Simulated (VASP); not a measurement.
# In8Sb7As (P1) in VASP: a series of runs

Runs on In8Sb7As. Level: PBEsol. Tasks: single point, relaxation of volume and atoms at fixed shape.

Program: VASP 6.6.1. These are calculated values, not measurements. Logs are shortened: lines on timing, memory, paths and dates and some standing lists are left out, and cuts for length are marked.

**1. The cell of the first run**

The typed cell holds 64 atoms: a = 12.926 Å, b = 12.926 Å, c = 12.926 Å, α = 90.00°, β = 90.00°, γ = 90.00°.

**2. Single point, PBEsol**

File INCAR:

```
  ALGO = Normal
  EDIFF = 1E-6
  ENCUT = 500
  GGA = PS
  GGA_COMPAT = False
  ISIF = 2
  ISMEAR = -1
  ISYM = -1
  KPAR = 1
  LASPH = True
  LCHARG = False
  LREAL = Auto
  LWAVE = False
  NBANDS = 326
  NELM = 120
  PREC = Accurate
  SIGMA = 0.05
```

File KPOINTS:

```
explicit points
1
Reciprocal
  0.25000000   0.25000000   0.25000000 1
```

File POSCAR:

```
In8Sb7As
1.0
   12.9264703764      0.0000000000      0.0000000000
    0.0000000000     12.9264703764      0.0000000000
    0.0000000000      0.0000000000     12.9264703764
In Sb As
32 28 4
Direct
    0.9950080000      0.0063450000      0.9924970000
    0.0001590000      0.0009700000      0.4985060000
    0.9999240000      0.5004520000      0.0012200000
    0.0002120000      0.5003810000      0.5014210000
    0.4945460000      0.9950470000      0.0063110000
    0.4950460000      0.9949800000      0.5063910000
    0.5009720000      0.5006140000      0.9986520000
    0.5060180000      0.4951640000      0.4924000000
    0.2505550000      0.2498270000      0.9998040000
    0.2490560000      0.2490860000      0.4998730000
    0.2548580000      0.7577130000      0.0050910000
    0.2572640000      0.7555970000      0.5050710000
    0.7552190000      0.2434760000      0.9938140000
    0.7430420000      0.2559650000      0.4938890000
    0.7485800000      0.7497600000      0.9998620000
    0.7490110000      0.7510520000      0.4998000000
    0.2563970000      0.9953590000      0.2433650000
    0.2559830000      0.9940050000      0.7432430000
    0.2504070000      0.5015670000      0.2506330000
    0.2509340000      0.5003280000      0.7496190000
    0.7483370000      0.0001870000      0.2503460000
    0.7544870000      0.0070470000      0.7556070000
    0.7433180000      0.4945220000      0.2546640000
    0.7487790000      0.5012030000      0.7487910000
    0.0007400000      0.2491120000      0.2492230000
    0.9941230000      0.2433210000      0.7547770000
    0.9998440000      0.7509480000      0.2496770000
    0.0011800000      0.7506980000      0.7509920000
    0.5067120000      0.2545420000      0.2556760000
    0.4997610000      0.2485470000      0.7506910000
    0.4936460000      0.7563040000      0.2435950000
    0.4949350000      0.7565230000      0.7434900000
    0.1251840000      0.1226290000      0.1229850000
    0.1249080000      0.1232210000      0.6266300000
    0.1268200000      0.6274400000      0.1244460000
    0.1272180000      0.6273700000      0.6245660000
    0.6246600000      0.1255350000      0.1239600000
    0.6253400000      0.1252540000      0.6241540000
    0.6230240000      0.6254410000      0.1268360000
    0.6220460000      0.6255030000      0.6228790000
    0.3771760000      0.3751090000      0.1265330000
    0.3772360000      0.3749970000      0.6225970000
    0.8724690000      0.3732920000      0.1248410000
    0.8731510000      0.3727390000      0.6249780000
    0.8748490000      0.8775380000      0.1226190000
    0.8748040000      0.8771990000      0.6265210000
    0.3766430000      0.1235820000      0.3749200000
    0.3743530000      0.1211260000      0.8749690000
    0.3772130000      0.6271970000      0.3747470000
    0.3751340000      0.6292400000      0.8748420000
    0.8726680000      0.1268950000      0.3747800000
    0.8732970000      0.6236850000      0.3743740000
    0.8746750000      0.6250140000      0.8747910000
    0.1247200000      0.3753340000      0.3747100000
    0.1232750000      0.3737430000      0.8740130000
    0.1288560000      0.8754890000      0.3744650000
    0.1268880000      0.8778520000      0.8746150000
    0.6266410000      0.3732400000      0.8745270000
    0.6209290000      0.8750140000      0.3747830000
    0.6231740000      0.8770740000      0.8746280000
    0.3748020000      0.8754780000      0.1243450000
    0.3754320000      0.8752220000      0.6242980000
    0.8746340000      0.1250780000      0.8743470000
    0.6247590000      0.3750750000      0.3740490000
```

Potentials or basis: VASP PAW PBE potentials, release 64 (In_d, Sb, As).

On the command line:

```
$ cat potpaw_PBE.64/In_d/POTCAR potpaw_PBE.64/Sb/POTCAR potpaw_PBE.64/As/POTCAR > POTCAR
$ mpirun -np 4 vasp_std > vasp.out
```

OUTCAR:

```text
EDIFF = 1E-6
   ENCUT = 500
   GGA = PS
   ISIF = 2
   ISMEAR = -1
   ISYM = -1
   LASPH = True
   LREAL = Auto
   NELM = 120
   PREC = Accurate

 ion  position               nearest neighbor table
   1  0.995  0.006  0.992-  63 2.67  33 2.82  57 2.83  45 2.83
   2  0.000  0.001  0.499-  34 2.80  51 2.81  46 2.81  56 2.82
   3  1.000  0.500  0.001-  53 2.81  35 2.81  55 2.82  43 2.82
   4  0.000  0.500  0.501-  54 2.81  36 2.81  52 2.82  44 2.82
   5  0.495  0.995  0.006-  61 2.67  48 2.82  37 2.83  60 2.83
   6  0.495  0.995  0.506-  62 2.67  59 2.82  38 2.83  47 2.83
[... 56 lines left out ...]
  63  0.875  0.125  0.874-  22 2.66   1 2.67  13 2.67  26 2.67
  64  0.625  0.375  0.374-  29 2.66   8 2.67  14 2.67  23 2.67

IMPORTANT INFORMATION: All symmetrisations will be switched off!
NOSYMM: (Re-)initialisation of all symmetry stuff for point group C_1.

----------------------------------------------------------------------------------------

                                     Primitive cell

  volume of cell :    2159.9309

  direct lattice vectors                    reciprocal lattice vectors
    12.926470376  0.000000000  0.000000000     0.077360638  0.000000000  0.000000000
     0.000000000 12.926470376  0.000000000     0.000000000  0.077360638  0.000000000
     0.000000000  0.000000000 12.926470376     0.000000000  0.000000000  0.077360638

  length of vectors
    12.926470376 12.926470376 12.926470376     0.077360638  0.077360638  0.077360638

  position of ions in fractional coordinates (direct lattice)
     0.995008000  0.006345000  0.992497000
     0.000159000  0.000970000  0.498506000
     0.999924000  0.500452000  0.001220000
     0.000212000  0.500381000  0.501421000
     0.494546000  0.995047000  0.006311000
     0.495046000  0.994980000  0.506391000
[... 56 lines left out ...]
     0.874634000  0.125078000  0.874347000
     0.624759000  0.375075000  0.374049000

  ion indices of the primitive-cell ions
   primitive index   ion index
                 1           1
                 2           2
                 3           3
                 4           4
                 5           5
                 6           6
[... 56 lines left out ...]
                63          63
                64          64

----------------------------------------------------------------------------------------

 KPOINTS: explicit points

Read explicit list of k-points.

 Found      1 k-points:

 Following reciprocal coordinates:
            Coordinates               Weight
  0.250000  0.250000  0.250000      1.000000
   k-points           NKPTS =      1   k-points in BZ     NKDIM =      1   number of bands    NBANDS=    328
   number of dos      NEDOS =    301   number of ions     NIONS =     64
   total plane-waves  NPLWV = 884736
   dimension x,y,z NGX =    96 NGY =   96 NGZ =   96
   dimension x,y,z NGXF=   192 NGYF=  192 NGZF=  192
   ions per type =              32  28   4
   NGX,Y,Z   is equivalent  to a cutoff of  12.35, 12.35, 12.35 a.u.
   NGXF,Y,Z  is equivalent  to a cutoff of  24.69, 24.69, 24.69 a.u.
 SYSTEM =  unknown system
   PREC   = accura    normal or accurate (medium, high low for compatibility)
   ISTART =      0    job   : 0-new  1-cont  2-samecut
   ICHARG =      2    charge: 1-file 2-atom 10-const
   ISPIN  =      1    spin polarized calculation?
   LNONCOLLINEAR =      F non collinear calculations
   LSORBIT =      F    spin-orbit coupling
   LASPH  =      T    aspherical Exc in radial PAW
   ENCUT  =  500.0 eV  36.75 Ry    6.06 a.u.  23.57 23.57 23.57*2*pi/ulx,y,z
   NELM   =    120;   NELMIN=  2; NELMDL= -5     # of ELM steps
   EDIFF  = 0.1E-05   stopping-criterion for ELM
   LREAL  =      T    real-space projection
   EDIFFG = 0.1E-04   stopping-criterion for IOM
   NSW    =      0    number of steps for IOM
   IBRION =     -1    ionic relax: 0-MD 1-quasi-New 2-CG
   NFREE  =      0    steps in history (QN), initial steepest desc. (CG)
   ISIF   =      2    stress and relaxation
   ISYM   =     -1    0-nonsym 1-usesym 2-fastsym
   POTIM  = 0.5000    time-step for ionic-motion
   TEBEG  =    0.0;   TEEND  =   0.0 temperature during run
   PSTRESS=    0.0 pullay stress
   NELECT =     576.0000    total number of electrons
   NUPDOWN=      -1.0000    fix difference up-down
   EMIN   =  10.00;   EMAX   =-10.00  energy-range for DOS
   EFERMI =   0.00;   METHOD = LEGACY
   ISMEAR =    -1;   SIGMA  =   0.05  broadening in eV -4-tet -1-fermi 0-gaus
   EFERMI_NEDOS =   21; number of points for ismear=-14 and -15
   IALGO  =     38    algorithm
   IMIX   =      4    mixing-type and parameters
     AMIX     =   0.40;   BMIX     =  1.00
     AMIX_MAG =   1.60;   BMIX_MAG =  1.00
  volume/ion in A,a.u.               =      33.75       227.75
  Fermi-wavevector in a.u.,A,eV,Ry     =   1.053745  1.991290 15.107629  1.110379
  Thomas-Fermi vector in A             =   2.188879
   LORBIT       =      0    0 simple, 1 ext, 2 COOP (PROOUT), +10 PAW based schemes
   GGA     = PS    functional components
   LHFCALC =     F    Hartree Fock is set to
   AEXX    =    0.0000 exact exchange contribution
   IVDW    =     0    specifies the selected vdW correction
   LEPSILON=     F    determine dielectric tensor
   LRPA    =     F    only Hartree local field effects (RPA)
 non-spin polarized calculation
  energy-cutoff  :      500.00
  volume of cell :     2159.93
 maximum number of plane-waves:     54849
 NGX is ok and might be reduce to    96
   NGX = 47   NGY = 47   NGZ = 47

 number of electron     576.0000002 magnetization

 Free energy of the ion-electron system (eV)
  ---------------------------------------------------
  ext. energy  EPLUGINS =         0.00000000
  ---------------------------------------------------
  free energy    TOTEN  =      -249.12398752 eV

  energy without entropy =     -249.12232881  energy(sigma->0) =     -249.12315817

 E-fermi :   4.9283     XC(G=0):  -8.8454

 val. band max:        4.5516769263   @ k =   0.2500   0.2500   0.2500
 cond. band min:       5.2737891797   @ k =   0.2500   0.2500   0.2500
 fundamental gap:      0.7221122535
 Fermi energy:         4.9282560127

 k-point     1 :       0.2500    0.2500    0.2500
  band No.  band energies     occupation
      1      -9.9123      2.00000
      2      -9.9116      2.00000
      3      -9.9011      2.00000
      4      -9.8954      2.00000
      5      -9.8399      2.00000
      6      -9.8386      2.00000
[... 292 lines left out ...]
    299       6.3040      0.00000
    300       6.4067      0.00000
 [bands above 300 left out]

------------------------ aborting loop because EDIFF is reached ----------------------------------------

  FORCE on cell =-STRESS in cart. coord.  units (eV):
  Direction    XX          YY          ZZ          XY          YZ          ZX
  --------------------------------------------------------------------------------------
  -------------------------------------------------------------------------------------
  Total        0.3791791      0.3877073      0.4660466     -6.0452270     -6.0264947     -6.0239002
  in kB        0.2812646      0.2875906      0.3457005     -4.4841830     -4.4702879     -4.4683634
  external PRESSURE =       0.3048519 kB  Pullay stress =       0.0000000 kB

 VOLUME and BASIS-vectors are now :
 -----------------------------------------------------------------------------
  energy-cutoff  :      500.00
  volume of cell :     2159.93
      direct lattice vectors                 reciprocal lattice vectors
    12.926470376  0.000000000  0.000000000     0.077360638  0.000000000  0.000000000
     0.000000000 12.926470376  0.000000000     0.000000000  0.077360638  0.000000000
     0.000000000  0.000000000 12.926470376     0.000000000  0.000000000  0.077360638

 POSITION                                       TOTAL-FORCE (eV/Angst)
 -----------------------------------------------------------------------------------
     12.86194      0.08202     12.82948         0.009510      0.010160      0.005626
      0.00206      0.01254      6.44392         0.003775      0.002829      0.002244
     12.92549      6.46908      0.01577        -0.000432      0.005893     -0.002511
      0.00274      6.46816      6.48160         0.009368      0.001154     -0.000687
      6.39273     12.86245      0.08158        -0.007583      0.012840      0.018042
      6.39920     12.86158      6.54585         0.006932      0.006335      0.021579
[... 56 lines left out ...]
     11.30593      1.61682     11.30222        -0.000600     -0.008327      0.003860
      8.07593      4.84840      4.83513        -0.003916     -0.004538      0.006743
 -----------------------------------------------------------------------------------
    total drift:                                0.026668     -0.015340      0.006502

  FREE ENERGIE OF THE ION-ELECTRON SYSTEM (eV)
  ---------------------------------------------------
  free  energy   TOTEN  =      -249.1239875164 eV

  energy  without entropy=     -249.1223288147  energy(sigma->0) =     -249.12315817
```

Run time: 4.1 min. Hardware: 4 MPI ranks of AMD EPYC 9R45 (Zen 5), shared host; peak memory 0.66 GiB.

Results:

| Property | Result |
| --- | --- |
| Free energy | -249.1240 eV |
| Pressure | 0.0 GPa |
| Largest force | 0.024 eV/Å |
| Band gap on the k mesh | 0.72 eV |

Forces on the atoms (eV/Å):
```
In   0.010  0.010  0.006
In   0.004  0.003  0.002
In   0.000  0.006 -0.003
In   0.009  0.001 -0.001
In  -0.008  0.013  0.018
In   0.007  0.006  0.022
In   0.001 -0.003  0.002
In  -0.006  0.013 -0.003
In   0.005 -0.007  0.001
In  -0.002  0.007 -0.001
In  -0.008 -0.003 -0.005
In   0.003 -0.012 -0.005
In   0.000 -0.007 -0.007
In  -0.002 -0.006 -0.003
In   0.009 -0.014  0.002
In   0.009 -0.002  0.004
In   0.000  0.012 -0.011
In   0.006  0.001 -0.003
In   0.008 -0.003  0.008
In  -0.007  0.003 -0.002
In   0.009  0.008  0.012
In  -0.003  0.006 -0.001
In  -0.011  0.004 -0.008
In  -0.001  0.007  0.004
In   0.003  0.000 -0.001
In  -0.001 -0.011 -0.004
In   0.003 -0.001  0.000
In  -0.001 -0.002  0.001
In   0.010 -0.003  0.003
In  -0.005  0.003  0.006
In  -0.002 -0.003  0.000
In   0.003  0.006 -0.011
Sb  -0.003  0.003  0.000
Sb   0.001 -0.003  0.002
Sb  -0.001  0.002 -0.003
Sb   0.001  0.001  0.000
Sb   0.002 -0.005 -0.004
Sb  -0.004  0.001 -0.008
Sb  -0.003  0.005  0.001
Sb   0.003 -0.004  0.002
Sb  -0.002  0.001 -0.001
Sb   0.007 -0.004 -0.002
Sb  -0.004 -0.005  0.003
Sb  -0.003  0.000 -0.004
Sb  -0.004 -0.001 -0.008
Sb  -0.003  0.004  0.002
Sb   0.007 -0.008 -0.002
Sb   0.009  0.003 -0.007
Sb   0.001  0.000 -0.001
Sb  -0.005  0.002  0.003
Sb  -0.003  0.006 -0.003
Sb  -0.012 -0.004 -0.004
Sb  -0.006  0.004 -0.004
Sb  -0.008  0.001 -0.006
Sb  -0.002 -0.005  0.000
Sb   0.002 -0.005  0.008
Sb  -0.001 -0.012 -0.003
Sb  -0.001 -0.002  0.000
Sb  -0.005  0.001 -0.003
Sb   0.000  0.005  0.002
As   0.010 -0.003  0.005
As  -0.010  0.000  0.006
As  -0.001 -0.008  0.004
As  -0.004 -0.005  0.007
```

Caveat: semilocal functionals underestimate gaps, and a narrow one can read as zero; the PAW data sets were made with another functional, which shifts forces and pressure a little; spin-orbit coupling is left out, which moves the levels of the heavy elements; a shifted mesh leaves out Γ, where band edges can lie. A k mesh can miss the band edges.

(Continued in part 2 of 2.)
